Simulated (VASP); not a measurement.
Here is a VASP 6.6.1 calculation.

File INCAR:

```
SYSTEM = Gd
ALGO = Normal
EDIFF = 1E-6
ENCUT = 520
GGA = PS
ISIF = 2
ISMEAR = -1
ISPIN = 2
LASPH = .True.
LCHARG = .False.
LMAXMIX = 6
LORBIT = 11
LREAL = .False.
LWAVE = .False.
MAGMOM = 10.5
NBANDS = 19
NELM = 150
NUPDOWN = 10.5
PREC = Accurate
SIGMA = 0.05
```

KPOINTS

```
k-points
0
Gamma
  8 8 8
  0 0 0
```

File POSCAR:

```
Gd
1.0
   -2.0250000000      2.0250000000      2.0250000000
    2.0250000000     -2.0250000000      2.0250000000
    2.0250000000      2.0250000000     -2.0250000000
Gd
1
Direct
    0.0000000000      0.0000000000      0.0000000000
```

Potentials or basis: VASP PAW PBE potentials, release 64 (Gd).

Run with:

```bash
$ cat potpaw_PBE.64/Gd/POTCAR > POTCAR
$ mpirun -np 1 vasp_std > vasp.out
```

Question: What does it give for the pressure?

Answer: 0.2 GPa.

Caveat: the PAW data sets were made with another functional, which shifts forces and pressure a little; the total moment is fixed, so each spin has its own Fermi level. The state reached can hang on the start; a lower one may exist.
